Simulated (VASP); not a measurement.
# Ru (Im-3m) in VASP: further runs

Ru is run at these levels: r2SCAN; tasks: single point.

All numbers are computed with VASP 6.6.1; they aren't measurements. Logs are shortened: lines on timing, memory, paths and dates and some standing lists are left out, and cuts for length are marked.

### 1 The cell of the first run

Symmetry: Im-3m, No. 229, cubic system. Conventional cell: a = 3.145 Å, b = 3.145 Å, c = 3.145 Å, α = 90.00°, β = 90.00°, γ = 90.00°. Within 3.6 Å of Ru (site symmetry m-3m) lie 14 Ru at 2.72 to 3.14 Å.

This isn't the form of Ru at room conditions, which is hcp.

### 2 Single point, r2SCAN, collinear spin, ferromagnetic start (15.55 Å³/atom)

File POSCAR:

```
Ru
1.0
   -1.5724571100      1.5724571100      1.5724571100
    1.5724571100     -1.5724571100      1.5724571100
    1.5724571100      1.5724571100     -1.5724571100
Ru
1
Direct
    0.0000000000      0.0000000000      0.0000000000
```

File INCAR.step1:

```
PREC     = Accurate       # precision mode
ENCUT    = 520            # plane-wave cutoff, eV
ISMEAR   = -1             # smearing method
SIGMA    = 0.05           # smearing width, eV
LREAL    = False          # projectors in reciprocal space
LASPH    = True           # aspherical terms in the spheres
NELM     = 150            # most SCF steps
ISPIN    = 2              # spin polarisation
MAGMOM   = 1.333          # initial moments
LMAXMIX  = 4              # l up to which the mixer works
NBANDS   = 17             # bands
GGA      = PE             # functional
ALGO     = Normal         # electronic algorithm
EDIFF    = 1E-4           # SCF threshold, eV
LWAVE    = True           # write WAVECAR
LCHARG   = False          # write CHGCAR
```

File INCAR.step2:

```
PREC     = Accurate       # precision mode
ENCUT    = 520            # plane-wave cutoff, eV
EDIFF    = 1E-6           # SCF threshold, eV
ISMEAR   = -1             # smearing method
SIGMA    = 0.05           # smearing width, eV
LREAL    = False          # projectors in reciprocal space
LASPH    = True           # aspherical terms in the spheres
NELM     = 150            # most SCF steps
ALGO     = Normal         # electronic algorithm
ISIF     = 2              # what is computed and relaxed
LWAVE    = False          # write WAVECAR
LCHARG   = False          # write CHGCAR
ISPIN    = 2              # spin polarisation
MAGMOM   = 1.333          # initial moments
LORBIT   = 11             # projections on sites
LMAXMIX  = 4              # l up to which the mixer works
METAGGA  = R2SCAN         # meta-GGA
LMIXTAU  = True         
NBANDS   = 17             # bands
ISTART   = 1
```

File KPOINTS:

```
regular mesh
0
Gamma
  16 16 16
```

Potentials or basis: VASP PAW PBE potentials, release 64 (Ru_pv).

The run is started by

```sh
$ cat potpaw_PBE.64/Ru_pv/POTCAR > POTCAR
$ cp INCAR.step1 INCAR
$ mpirun -np 1 vasp_std > vasp.out
$ cp INCAR.step2 INCAR
$ mpirun -np 1 vasp_std > vasp.out
```

OUTCAR:

```text
PREC = Accurate
   ENCUT = 520
   EDIFF = 1E-6
   ISMEAR = -1
   LREAL = False
   LASPH = True
   NELM = 150
   ISIF = 2
   ISPIN = 2
   LORBIT = 11
   METAGGA = R2SCAN
   ISTART = 1

 ion  position               nearest neighbor table
   1  0.000  0.000  0.000-

  LATTYP: Found a body centered cubic cell.
 ALAT       =     3.1449142200

  Lattice vectors:

 A1 = (  -1.5724571100,   1.5724571100,   1.5724571100)
 A2 = (   1.5724571100,  -1.5724571100,   1.5724571100)
 A3 = (   1.5724571100,   1.5724571100,  -1.5724571100)

Analysis of symmetry for initial positions (statically):
=====================================================================
 Subroutine PRICEL returns:
 Original cell was already a primitive cell.

 Routine SETGRP: Setting up the symmetry group for a
 body centered cubic supercell.

 Subroutine GETGRP returns: Found 48 space group operations
 (whereof 48 operations were pure point group operations)
 out of a pool of 48 trial point group operations.

The static configuration has the point symmetry O_h .

Analysis of symmetry for dynamics (positions and initial velocities):
=====================================================================
 Subroutine PRICEL returns:
 Original cell was already a primitive cell.

 Routine SETGRP: Setting up the symmetry group for a
 body centered cubic supercell.

 Subroutine GETGRP returns: Found 48 space group operations
 (whereof 48 operations were pure point group operations)
 out of a pool of 48 trial point group operations.

The dynamic configuration has the point symmetry O_h .

Analysis of structural, dynamic, and magnetic symmetry:
=====================================================================
 Subroutine PRICEL returns:
 Original cell was already a primitive cell.

 Routine SETGRP: Setting up the symmetry group for a
 body centered cubic supercell.

 Subroutine GETGRP returns: Found 48 space group operations
 (whereof 48 operations were pure point group operations)
 out of a pool of 48 trial point group operations.

The overall configuration has the point symmetry O_h .

 Subroutine INISYM returns: Found 48 space group operations
 (whereof 48 operations are pure point group operations),
 and found     1 'primitive' translations

----------------------------------------------------------------------------------------

                                     Primitive cell

  volume of cell :      15.5524

  direct lattice vectors                    reciprocal lattice vectors
    -1.572457110  1.572457110  1.572457110     0.000000000  0.317973697  0.317973697
     1.572457110 -1.572457110  1.572457110     0.317973697  0.000000000  0.317973697
     1.572457110  1.572457110 -1.572457110     0.317973697  0.317973697  0.000000000

  length of vectors
     2.723575607  2.723575607  2.723575607     0.449682714  0.449682714  0.449682714

  position of ions in fractional coordinates (direct lattice)
     0.000000000  0.000000000  0.000000000

  ion indices of the primitive-cell ions
   primitive index   ion index
                 1           1

----------------------------------------------------------------------------------------

 KPOINTS: regular mesh

Automatic generation of k-mesh.
 Grid dimensions read from file:
 generate k-points for:   16   16   16

 Generating k-lattice:

  Cartesian coordinates                     Fractional coordinates (reciprocal lattice)
     0.000000000  0.019873356  0.019873356     0.062500000  0.000000000  0.000000000
     0.019873356  0.000000000  0.019873356     0.000000000  0.062500000  0.000000000
     0.019873356  0.019873356  0.000000000     0.000000000  0.000000000  0.062500000

  Length of vectors
     0.028105170  0.028105170  0.028105170

  Shift w.r.t. Gamma in fractional coordinates (k-lattice)
     0.000000000  0.000000000  0.000000000

 Subroutine IBZKPT returns following result:
 ===========================================

 Found    145 irreducible k-points:

 Following reciprocal coordinates:
            Coordinates               Weight
  0.000000  0.000000  0.000000      1.000000
  0.062500  0.000000  0.000000     12.000000
  0.125000  0.000000  0.000000     12.000000
  0.187500  0.000000  0.000000     12.000000
  0.250000  0.000000  0.000000     12.000000
  0.312500  0.000000  0.000000     12.000000
[... 16 lines left out ...]
  0.187500  0.187500  0.000000     24.000000
  0.250000  0.187500  0.000000     48.000000
 [... further k-points ...]
   k-points           NKPTS =    145   k-points in BZ     NKDIM =    145   number of bands    NBANDS=     17
   number of dos      NEDOS =    301   number of ions     NIONS =      1
   total plane-waves  NPLWV =   8000
   dimension x,y,z NGX =    20 NGY =   20 NGZ =   20
   dimension x,y,z NGXF=    40 NGYF=   40 NGZF=   40
   ions per type =               1
   NGX,Y,Z   is equivalent  to a cutoff of  12.21, 12.21, 12.21 a.u.
   NGXF,Y,Z  is equivalent  to a cutoff of  24.42, 24.42, 24.42 a.u.
 SYSTEM =  unknown system
   PREC   = accura    normal or accurate (medium, high low for compatibility)
   ISTART =      1    job   : 0-new  1-cont  2-samecut
   ICHARG =      0    charge: 1-file 2-atom 10-const
   ISPIN  =      2    spin polarized calculation?
   LNONCOLLINEAR =      F non collinear calculations
   LSORBIT =      F    spin-orbit coupling
   LASPH  =      T    aspherical Exc in radial PAW
   ENCUT  =  520.0 eV  38.22 Ry    6.18 a.u.   5.06  5.06  5.06*2*pi/ulx,y,z
   NELM   =    150;   NELMIN=  2; NELMDL=  0     # of ELM steps
   EDIFF  = 0.1E-05   stopping-criterion for ELM
   LREAL  =      F    real-space projection
   EDIFFG = 0.1E-04   stopping-criterion for IOM
   NSW    =      0    number of steps for IOM
   IBRION =     -1    ionic relax: 0-MD 1-quasi-New 2-CG
   NFREE  =      0    steps in history (QN), initial steepest desc. (CG)
   ISIF   =      2    stress and relaxation
   ISYM   =      2    0-nonsym 1-usesym 2-fastsym
   POTIM  = 0.5000    time-step for ionic-motion
   TEBEG  =    0.0;   TEEND  =   0.0 temperature during run
   PSTRESS=    0.0 pullay stress
   NELECT =      14.0000    total number of electrons
   NUPDOWN=      -1.0000    fix difference up-down
   EMIN   =  10.00;   EMAX   =-10.00  energy-range for DOS
   EFERMI =   0.00;   METHOD = LEGACY
   ISMEAR =    -1;   SIGMA  =   0.05  broadening in eV -4-tet -1-fermi 0-gaus
   EFERMI_NEDOS =   21; number of points for ismear=-14 and -15
   IALGO  =     38    algorithm
   IMIX   =      4    mixing-type and parameters
     AMIX     =   0.40;   BMIX     =  1.00
     AMIX_MAG =   1.60;   BMIX_MAG =  1.00
  volume/ion in A,a.u.               =      15.55       104.95
  Fermi-wavevector in a.u.,A,eV,Ry     =   1.580709  2.987108 33.996091  2.498642
  Thomas-Fermi vector in A             =   2.680896
   LORBIT       =     11    0 simple, 1 ext, 2 COOP (PROOUT), +10 PAW based schemes
   METAGGA = R2SCAN    functional components
   LHFCALC =     F    Hartree Fock is set to
   AEXX    =    0.0000 exact exchange contribution
   IVDW    =     0    specifies the selected vdW correction
   LEPSILON=     F    determine dielectric tensor
   LRPA    =     F    only Hartree local field effects (RPA)
 spin polarized calculation
  energy-cutoff  :      520.00
  volume of cell :       15.55
 maximum number of plane-waves:       430
   NGX = 11   NGY = 11   NGZ = 11

 number of electron      13.9999994 magnetization       1.5328108

 Free energy of the ion-electron system (eV)
  ---------------------------------------------------
  ext. energy  EPLUGINS =         0.00000000
  ---------------------------------------------------
  free energy    TOTEN  =       -24.84276401 eV

  energy without entropy =      -24.83410686  energy(sigma->0) =      -24.83843544

 E-fermi :  10.5171     XC(G=0): -14.4576

 val. band max:       10.5109439465   @ k =  -0.1875   0.3125   0.0625
 cond. band min:      10.5239736092   @ k =   0.4375   0.0625   0.0625
 fundamental gap:      0.0130296628
 Fermi energy:        10.5171016113

 spin component 1

 k-point     1 :       0.0000    0.0000    0.0000
  band No.  band energies     occupation
      1     -34.0428      1.00000
      2     -34.0428      1.00000
      3     -34.0428      1.00000
      4       2.8990      1.00000
      5       7.5484      1.00000
      6       7.5484      1.00000
[... 9 lines left out ...]
     16      40.6335      0.00000
     17      40.6335      0.00000

 k-point     2 :       0.0625    0.0000    0.0000
  band No.  band energies     occupation
      1     -34.0713      1.00000
      2     -34.0522      1.00000
      3     -34.0428      1.00000
      4       3.0604      1.00000
      5       7.4826      1.00000
      6       7.5472      1.00000
[... 9 lines left out ...]
     16      40.0602      0.00000
     17      40.5047      0.00000

 k-point     3 :       0.1250    0.0000    0.0000
  band No.  band energies     occupation
      1     -34.1520      1.00000
      2     -34.0788      1.00000
      3     -34.0429      1.00000
      4       3.5171      1.00000
      5       7.2997      1.00000
      6       7.5276      1.00000
[... 392 lines left out ...]
 k-point    23 :       0.1875    0.1875    0.0000
  band No.  band energies     occupation
      1     -34.5341      1.00000
      2     -34.2176      1.00000
      3     -34.0943      1.00000
      4       5.5165      1.00000
      5       6.6337      1.00000
      6       7.1663      1.00000
[... 9 lines left out ...]
     16      39.2759      0.00000
     17      41.8535      0.00000

 k-point    24 :       0.2500    0.1875    0.0000
  band No.  band energies     occupation
      1     -34.6074      1.00000
      2     -34.2783      1.00000
      3     -34.1036      1.00000
      4       5.5658      1.00000
      5       6.4480      1.00000
      6       7.5664      1.00000
[... 9 lines left out ...]
     16      39.5682      0.00000
     17      41.8435      0.00000

 [... further k-points ...]

 spin component 2

 k-point     1 :       0.0000    0.0000    0.0000
  band No.  band energies     occupation
      1     -32.3351      1.00000
      2     -32.3351      1.00000
      3     -32.3351      1.00000
      4       2.7452      1.00000
      5       8.6335      1.00000
      6       8.6335      1.00000
[... 9 lines left out ...]
     16      42.3406      0.00000
     17      42.3407      0.00000

 k-point     2 :       0.0625    0.0000    0.0000
  band No.  band energies     occupation
      1     -32.3659      1.00000
      2     -32.3451      1.00000
      3     -32.3351      1.00000
      4       2.9094      1.00000
      5       8.5585      1.00000
      6       8.6252      1.00000
[... 9 lines left out ...]
     16      41.5592      0.00000
     17      41.7024      0.00000

 k-point     3 :       0.1250    0.0000    0.0000
  band No.  band energies     occupation
      1     -32.4530      1.00000
      2     -32.3733      1.00000
      3     -32.3351      1.00000
      4       3.3798      1.00000
      5       8.3509      1.00000
      6       8.5900      1.00000
[... 392 lines left out ...]
 k-point    23 :       0.1875    0.1875    0.0000
  band No.  band energies     occupation
      1     -32.8633      1.00000
      2     -32.5214      1.00000
      3     -32.3896      1.00000
      4       5.8448      1.00000
      5       7.7174      1.00000
      6       7.9007      1.00000
[... 9 lines left out ...]
     16      40.0045      0.00000
     17      42.7939      0.00000

 k-point    24 :       0.2500    0.1875    0.0000
  band No.  band energies     occupation
      1     -32.9417      1.00000
      2     -32.5863      1.00000
      3     -32.3994      1.00000
      4       6.1706      1.00000
      5       7.4700      1.00000
      6       8.2479      1.00000
[... 9 lines left out ...]
     16      40.2467      0.00000
     17      42.6919      0.00000

 [... further k-points ...]

------------------------ aborting loop because EDIFF is reached ----------------------------------------

  FORCE on cell =-STRESS in cart. coord.  units (eV):
  Direction    XX          YY          ZZ          XY          YZ          ZX
  --------------------------------------------------------------------------------------
  -------------------------------------------------------------------------------------
  Total       -1.3686874     -1.3686874     -1.3686874      0.0000000      0.0000000     -0.0000000
  in kB     -140.9997830   -140.9997830   -140.9997830      0.0000000      0.0000000     -0.0000000
  external PRESSURE =    -140.9997830 kB  Pullay stress =       0.0000000 kB

 VOLUME and BASIS-vectors are now :
 -----------------------------------------------------------------------------
  energy-cutoff  :      520.00
  volume of cell :       15.55
      direct lattice vectors                 reciprocal lattice vectors
    -1.572457110  1.572457110  1.572457110     0.000000000  0.317973697  0.317973697
     1.572457110 -1.572457110  1.572457110     0.317973697  0.000000000  0.317973697
     1.572457110  1.572457110 -1.572457110     0.317973697  0.317973697  0.000000000

 POSITION                                       TOTAL-FORCE (eV/Angst)
 -----------------------------------------------------------------------------------
      0.00000      0.00000      0.00000         0.000000      0.000000     -0.000000
 -----------------------------------------------------------------------------------
    total drift:                                0.000000     -0.000000      0.000000

  FREE ENERGIE OF THE ION-ELECTRON SYSTEM (eV)
  ---------------------------------------------------
  free  energy   TOTEN  =       -24.8427640120 eV

  energy  without entropy=      -24.8341068606  energy(sigma->0) =      -24.83843544

 total charge

# of ion       s       p       d       tot
------------------------------------------
    1        0.354   6.235   5.852  12.441

 magnetization (x)

# of ion       s       p       d       tot
------------------------------------------
    1       -0.011  -0.020   1.576   1.544
```

Wall time 3.4 min (1 thread of Intel Xeon Platinum 8259CL at 2.50GHz (Skylake/Cascade Lake), shared host); peak memory 0.18 GiB.

What came out:

| Property | Result |
| --- | --- |
| Free energy | -24.8428 eV |
| Pressure | -14.1 GPa |
| Net moment | 1.53 μB per cell |
| Site moments | Ru +1.54 μB |
| Valence electrons inside the program's atomic spheres | Ru 12.44 |

Caveat: the cell stands under tension; the PAW data sets were made with another functional, which shifts forces and pressure a little.

(Continued in part 2 of 3.)
